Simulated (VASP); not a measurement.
Input of a VASP 6.6.1 run:

Contents of INCAR:

```
ALGO     = Normal         # electronic algorithm
EDIFF    = 1E-6           # SCF threshold, eV
ENCUT    = 520            # plane-wave cutoff, eV
GGA      = PE             # functional
ISIF     = 2              # what is computed and relaxed
ISMEAR   = -1             # smearing method
LASPH    = True           # aspherical terms in the spheres
LCHARG   = False          # write CHGCAR
LREAL    = False          # projectors in reciprocal space
LWAVE    = False          # write WAVECAR
NBANDS   = 48             # bands
NELM     = 60             # most SCF steps
PREC     = Accurate       # precision mode
SIGMA    = 0.05           # smearing width, eV
```

The input KPOINTS:

```
k-points
0
Gamma
  6 6 6
```

File POSCAR:

```
Lu3Si
1.0
    4.6304890444      0.0000000000      0.0000000000
    0.0000000000      4.6304890444      0.0000000000
    0.0000000000      0.0000000000      4.6304890444
Lu Si
3 1
Direct
    0.5000000000      0.5000000000      0.0000000000
    0.5000000000      0.0000000000      0.5000000000
    0.0000000000      0.5000000000      0.5000000000
    0.0000000000      0.0000000000      0.0000000000
```

Potentials or basis: VASP PAW PBE potentials, release 64 (Lu, Si).

The run is started by

```console
$ cat potpaw_PBE.64/Lu/POTCAR potpaw_PBE.64/Si/POTCAR > POTCAR
$ mpirun -np 1 vasp_std > vasp.out
```

(1) Estimate the band gap on the k mesh.

(2) What does it give for the pressure?

## Answers

(1) zero (an odd number of electrons rules out a gap without spin polarisation).

(2) -3.6 GPa.

Caveat: the cell stands under tension; spin-orbit coupling is left out, which moves the levels of the heavy elements.
